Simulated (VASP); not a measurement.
# BAs: vibrations by perturbation theory with PBE

BAs:

```
B As
1.0
     0.00000    2.27698    2.27698
     2.27698    0.00000    2.27698
     2.27698    2.27698    0.00000
B As
1 1
Direct
  0.00000 0.00000 0.00000
  0.75000 0.75000 0.75000
```

```yaml
Program: VASP 6.6.1
Task: vibrations by perturbation theory
Functional: PBE
Potentials_or_basis: VASP PAW PBE potentials, release 64 (B, As)
Cutoff: 520 eV
k_mesh: 10 × 10 × 10
Occupations: gaussian, width 0.01 eV
Spin: no spin polarisation
Dipole_correction: no
Further_INCAR_settings: ALGO = Normal; EDIFF = 1e-08; IBRION = 8; NSW = 1
```

The electronic dielectric tensor (diagonal) is 9.42. The born charges (mean of the diagonal) is B -0.96; As +0.96 e. The highest phonon frequency at Γ, LO-TO splitting left out is 803 cm⁻¹.

Phonon frequencies in cm⁻¹ (negative: imaginary):
```csv
q point,frequencies
"(0.000, 0.000, 0.000)",0 0 0 803 803 803
```

Electronic dielectric tensor:
```
9.42 0.00 0.00
0.00 9.42 0.00
0.00 0.00 9.42
```

Born effective charge tensors (e):
atom 1, B
```
-0.96  0.00  0.00
 0.00 -0.96  0.00
 0.00  0.00 -0.96
```
atom 2, As
```
0.96 0.00 0.00
0.00 0.96 0.00
0.00 0.00 0.96
```

Run time: 2.9 min on 1 thread of AMD EPYC 9R45 96-Core Processor (Zen 5), on a shared host, peak memory 0.19 GiB.

Caveat: the cell wasn't relaxed at this level first, which shifts response properties.
